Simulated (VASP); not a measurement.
Set up this calculation in VASP 6.6.1, as the native input.

```
Task                   : single point
Functional             : PBE
Potentials or basis    : VASP PAW PBE potentials, release 64 (Mg, Te, Zn)
Cutoff                 : 520 eV
k mesh                 : 6 × 6 × 4
Occupations            : gaussian, width 0.01 eV
Spin                   : no spin polarisation
Dipole correction      : no
Further INCAR settings : ALGO = Normal; EDIFF = 1e-06; NBANDS = 21
```

The structure of MgZnTe2 lies in POSCAR:

```
MgZnTe2
1.0
    4.5167929678      0.0000000000      0.0000000000
    0.0000000000      4.5167929678      0.0000000000
    0.0000000000      0.0000000000      6.4576883338
Mg Te Zn
1 2 1
Direct
    0.0000000000      0.0000000000      0.0000000000
    0.0000000000      0.5000000000      0.2641086205
    0.5000000000      0.0000000000      0.7358913795
    0.5000000000      0.5000000000      0.5000000000
```

This cell differs from its parent crystal: volume changed by +3%.

One way to write it, as run:

INCAR

```
PREC     = Accurate       # precision mode
ENCUT    = 520            # plane-wave cutoff, eV
EDIFF    = 1E-6           # SCF threshold, eV
ISMEAR   = 0              # smearing method
SIGMA    = 0.01           # smearing width, eV
LREAL    = F              # projectors in reciprocal space
LASPH    = T              # aspherical terms in the spheres
NELM     = 100            # most SCF steps
ALGO     = Normal         # electronic algorithm
ISIF     = 2              # what is computed and relaxed
LWAVE    = F              # write WAVECAR
LCHARG   = T              # write CHGCAR
GGA      = PE             # functional
LELF     = T              # ELF
LVHAR    = T            
NBANDS   = 21             # bands
```

KPOINTS

```
regular mesh
0
Gamma
  6 6 4
```

Potentials or basis: VASP PAW PBE potentials, release 64 (Mg, Te, Zn).

Command:

```console
$ cat potpaw_PBE.64/Mg/POTCAR potpaw_PBE.64/Te/POTCAR potpaw_PBE.64/Zn/POTCAR > POTCAR
$ mpirun -np 1 vasp_std > vasp.out
```

It gave:

* Pressure: -1.0 GPa
* Largest force: 0.008 eV/Å
* Band gap on the k mesh: 1.37 eV, direct

Caveat: spin-orbit coupling is left out, which moves the levels of the heavy elements.

It took 60 s on 1 thread of Intel(R) Xeon(R) Platinum 8375C CPU @ 2.90GHz (Ice Lake), with other jobs on the host, peak memory 0.29 GiB.
